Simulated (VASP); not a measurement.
# AlN (Fm-3m) in VASP: vibrations by perturbation theory with PBE

Aim: the vibrations by perturbation theory of AlN with PBE.

Everything below comes from runs of VASP 6.6.1. Logs are shortened: lines on timing, memory, paths and dates and some standing lists are left out, and cuts for length are marked.

## Step 1: The cell of the first run

The structure is cubic, space group Fm-3m (No. 225). Conventional cell: a = 3.938 Å, b = 3.938 Å, c = 3.938 Å, α = 90.00°, β = 90.00°, γ = 90.00°. Al (site symmetry m-3m) has 6 N at 1.97 Å within 2.6 Å. Within 2.6 Å of N (site symmetry m-3m) lie 6 Al at 1.97 Å.

## Step 2: Vibrations by perturbation theory, PBE

Input file INCAR:

```
PREC = Accurate
ENCUT = 600
EDIFF = 1E-8
ISMEAR = 0
SIGMA = 0.01
LREAL = F
LASPH = T
NELM = 120
ALGO = Normal
ISIF = 2
LWAVE = F
LCHARG = F
GGA = PE
NBANDS = 11
IBRION = 8
NSW = 1
GGA_COMPAT = F
```

Input file KPOINTS:

```
regular mesh
0
Gamma
  8 8 8
```

Input file POSCAR:

```
AlN
1.0
    0.0000000000      1.9690000000      1.9690000000
    1.9690000000      0.0000000000      1.9690000000
    1.9690000000      1.9690000000      0.0000000000
Al N
1 1
Direct
    0.0000000000      0.0000000000      0.0000000000
    0.5000000000      0.5000000000      0.5000000000
```

Potentials or basis: VASP PAW PBE potentials, release 64 (Al, N).

Started as:

```sh
> cat potpaw_PBE.64/Al/POTCAR potpaw_PBE.64/N/POTCAR > POTCAR
> mpirun -np 1 vasp_std > vasp.out
```

OUTCAR:

```text
PREC = Accurate
   ENCUT = 600
   EDIFF = 1E-8
   ISMEAR = 0
   LREAL = F
   LASPH = T
   NELM = 120
   ISIF = 2
   GGA = PE
   IBRION = 8
   NSW = 1

 ion  position               nearest neighbor table
   1  0.000  0.000  0.000-   2 1.97   2 1.97   2 1.97   2 1.97   2 1.97   2 1.97
   2  0.500  0.500  0.500-   1 1.97   1 1.97   1 1.97   1 1.97   1 1.97   1 1.97

  LATTYP: Found a face centered cubic cell.
 ALAT       =     3.9380000000

  Lattice vectors:

 A1 = (   0.0000000000,   1.9690000000,   1.9690000000)
 A2 = (   1.9690000000,   0.0000000000,   1.9690000000)
 A3 = (   1.9690000000,   1.9690000000,   0.0000000000)

Analysis of symmetry for initial positions (statically):
=====================================================================
 Subroutine PRICEL returns:
 Original cell was already a primitive cell.

 Routine SETGRP: Setting up the symmetry group for a
 face centered cubic supercell.

 Subroutine GETGRP returns: Found 48 space group operations
 (whereof 48 operations were pure point group operations)
 out of a pool of 48 trial point group operations.

The static configuration has the point symmetry O_h .

Analysis of symmetry for dynamics (positions and initial velocities):
=====================================================================
 Subroutine PRICEL returns:
 Original cell was already a primitive cell.

 Routine SETGRP: Setting up the symmetry group for a
 face centered cubic supercell.

 Subroutine GETGRP returns: Found 48 space group operations
 (whereof 48 operations were pure point group operations)
 out of a pool of 48 trial point group operations.

The dynamic configuration has the point symmetry O_h .

 Subroutine INISYM returns: Found 48 space group operations
 (whereof 48 operations are pure point group operations),
 and found     1 'primitive' translations

----------------------------------------------------------------------------------------

                                     Primitive cell

  volume of cell :      15.2675

  direct lattice vectors                    reciprocal lattice vectors
     0.000000000  1.969000000  1.969000000    -0.253936008  0.253936008  0.253936008
     1.969000000  0.000000000  1.969000000     0.253936008 -0.253936008  0.253936008
     1.969000000  1.969000000  0.000000000     0.253936008  0.253936008 -0.253936008

  length of vectors
     2.784586504  2.784586504  2.784586504     0.439830068  0.439830068  0.439830068

  position of ions in fractional coordinates (direct lattice)
     0.000000000  0.000000000  0.000000000
     0.500000000  0.500000000  0.500000000

  ion indices of the primitive-cell ions
   primitive index   ion index
                 1           1
                 2           2

----------------------------------------------------------------------------------------

 KPOINTS: regular mesh

Automatic generation of k-mesh.
 Grid dimensions read from file:
 generate k-points for:    8    8    8

 Generating k-lattice:

  Cartesian coordinates                     Fractional coordinates (reciprocal lattice)
    -0.031742001  0.031742001  0.031742001     0.125000000  0.000000000  0.000000000
     0.031742001 -0.031742001  0.031742001     0.000000000  0.125000000  0.000000000
     0.031742001  0.031742001 -0.031742001     0.000000000  0.000000000  0.125000000

  Length of vectors
     0.054978758  0.054978758  0.054978758

  Shift w.r.t. Gamma in fractional coordinates (k-lattice)
     0.000000000  0.000000000  0.000000000

 Subroutine IBZKPT returns following result:
[... 83 lines left out ...]
  volume of cell :       15.27
 maximum number of plane-waves:       531
 NGX is ok and might be reduce to    24
   NGX = 11   NGY = 11   NGZ = 11

--------------------------------------- Ionic step        1  -------------------------------------------

 number of electron       8.0000000 magnetization

 Free energy of the ion-electron system (eV)
  ---------------------------------------------------
  ext. energy  EPLUGINS =         0.00000000
  ---------------------------------------------------
  free energy    TOTEN  =       -14.40938271 eV

  energy without entropy =      -14.40938271  energy(sigma->0) =      -14.40938271

 E-fermi :  11.1001     XC(G=0): -12.6611

 val. band max:       11.0249352184   @ k =   0.0000   0.0000   0.0000
 cond. band min:      16.1830685317   @ k =   0.5000   0.5000   0.0000
 fundamental gap:      5.1581333133
 Fermi energy:        11.1001058268

 k-point     1 :       0.0000    0.0000    0.0000
  band No.  band energies     occupation
      1      -7.2698      2.00000
      2      11.0249      2.00000
      3      11.0249      2.00000
      4      11.0249      2.00000
      5      17.8931      0.00000
      6      23.4441      0.00000
      7      23.4441      0.00000
      8      23.4441      0.00000
      9      28.8043      0.00000
     10      29.4034      0.00000
     11      29.4034      0.00000
[... 309 lines left out ...]
 k-point    24 :      -0.3750    0.2500    0.1250
  band No.  band energies     occupation
      1      -3.1333      2.00000
      2       3.1211      2.00000
      3       7.0320      2.00000
      4       8.8594      2.00000
      5      20.0091      0.00000
      6      20.2767      0.00000
      7      24.1506      0.00000
      8      24.6537      0.00000
      9      30.0733      0.00000
     10      31.2089      0.00000
     11      34.5382      0.00000

 [... further k-points ...]

------------------------ aborting loop because EDIFF is reached ----------------------------------------

  FORCE on cell =-STRESS in cart. coord.  units (eV):
  Direction    XX          YY          ZZ          XY          YZ          ZX
  --------------------------------------------------------------------------------------
  -------------------------------------------------------------------------------------
  Total        2.8567344      2.8567344      2.8567344     -0.0000000     -0.0000000     -0.0000000
  in kB      299.7873482    299.7873482    299.7873482     -0.0000000     -0.0000000     -0.0000000
  external PRESSURE =     299.7873482 kB  Pullay stress =       0.0000000 kB

 VOLUME and BASIS-vectors are now :
 -----------------------------------------------------------------------------
  energy-cutoff  :      600.00
  volume of cell :       15.27
      direct lattice vectors                 reciprocal lattice vectors
     0.000000000  1.969000000  1.969000000    -0.253936008  0.253936008  0.253936008
     1.969000000  0.000000000  1.969000000     0.253936008 -0.253936008  0.253936008
     1.969000000  1.969000000  0.000000000     0.253936008  0.253936008 -0.253936008

 POSITION                                       TOTAL-FORCE (eV/Angst)
 -----------------------------------------------------------------------------------
      0.00000      0.00000      0.00000        -0.000000     -0.000000     -0.000000
      1.96900      1.96900      1.96900         0.000000      0.000000      0.000000
 -----------------------------------------------------------------------------------
    total drift:                               -0.000000     -0.000000      0.000000

  FREE ENERGIE OF THE ION-ELECTRON SYSTEM (eV)
  ---------------------------------------------------
  free  energy   TOTEN  =       -14.4093827072 eV

  energy  without entropy=      -14.4093827072  energy(sigma->0) =      -14.40938271

[... ionic steps 2 to 3 ...]

--------------------------------------- Ionic step        4  -------------------------------------------

------------------------ aborting loop because EDIFF is reached ----------------------------------------

[... ionic steps 5 to 6 ...]

--------------------------------------- Ionic step        7  -------------------------------------------

 Free energy of the ion-electron system (eV)
  ---------------------------------------------------
  ---------------------------------------------------
  free energy    TOTEN  =        -0.23908853 eV

  energy without entropy =       -0.23908853

------------------------ aborting loop because EDIFF is reached ----------------------------------------

 INTERNAL STRAIN TENSOR  FOR ION    2  DIRECTION 1   (eV/Angst):
 -----------------------------------------------------------------------------
    -0.02420  0.00000 -0.00000
     0.00000  0.01517  0.00000
    -0.00000  0.00000  0.01517

 INTERNAL STRAIN TENSOR FOR ION    2 for displacements in x,y,z  (eV/Angst):
          X           Y           Z          XY          YZ          ZX
  --------------------------------------------------------------------------------
  x     0.00000     0.00000     0.00000     0.00000     0.00000     0.00000
  y     0.00000     0.00000     0.00000     0.00000     0.00000     0.00000
  z     0.00000     0.00000     0.00000     0.00000     0.00000     0.00000

 SECOND DERIVATIVES (NOT SYMMETRIZED)
 ------------------------------------
               1X          1Y          1Z          2X          2Y          2Z
  1X   -10.700273    0.000000    0.000000   10.700273    0.000000    0.000000
  1Y     0.000000  -10.700273    0.000000    0.000000   10.700273    0.000000
  1Z     0.000000    0.000000  -10.700273    0.000000    0.000000   10.700273
  2X    10.698325    0.000000    0.000000  -10.698325    0.000000    0.000000
  2Y     0.000000   10.698325    0.000000    0.000000  -10.698325    0.000000
  2Z     0.000000    0.000000   10.698325    0.000000    0.000000  -10.698325

 Eigenvectors and eigenvalues of the dynamical matrix
 ----------------------------------------------------

   1 f  =   16.842639 THz   105.825425 2PiTHz  561.809980 cm-1    69.655529 meV
             X         Y         Z           dx          dy          dz
      0.000000  0.000000  0.000000     0.000000    0.584533    0.000000
      1.969000  1.969000  1.969000     0.000000   -0.811370    0.000000
[... 21 lines left out ...]
   6 f/i=    0.000727 THz     0.004570 2PiTHz    0.024260 cm-1     0.003008 meV
             X         Y         Z           dx          dy          dz
      0.000000  0.000000  0.000000     0.000000    0.000000    0.811370
      1.969000  1.969000  1.969000     0.000000    0.000000    0.584533

--------------------------------------------------------------------------------------------------------

 ELASTIC MODULI CONTR FROM IONIC RELAXATION (kBar)
 Direction    XX          YY          ZZ          XY          YZ          ZX
 --------------------------------------------------------------------------------
 XX           0.0000      0.0000      0.0000      0.0000      0.0000      0.0000
 YY           0.0000      0.0000      0.0000      0.0000      0.0000      0.0000
 ZZ           0.0000      0.0000      0.0000      0.0000      0.0000      0.0000
 XY           0.0000      0.0000      0.0000      0.0000      0.0000      0.0000
 YZ           0.0000      0.0000      0.0000      0.0000      0.0000      0.0000
 ZX           0.0000      0.0000      0.0000      0.0000      0.0000      0.0000
 --------------------------------------------------------------------------------
```

Wall time 16 s (1 thread of Intel Xeon 6975P-C (Granite Rapids), shared host); peak memory 0.17 GiB.

What came out:

| Item | Value |
| --- | --- |
| Highest phonon frequency at Γ, LO-TO splitting left out | 562 cm⁻¹ |

Phonon frequencies in cm⁻¹ (negative: imaginary):
```
              q point        frequencies
(0.000, 0.000, 0.000)  0 0 0 562 562 562
```

Caveat: the cell stands under pressure or tension, which shifts response properties.
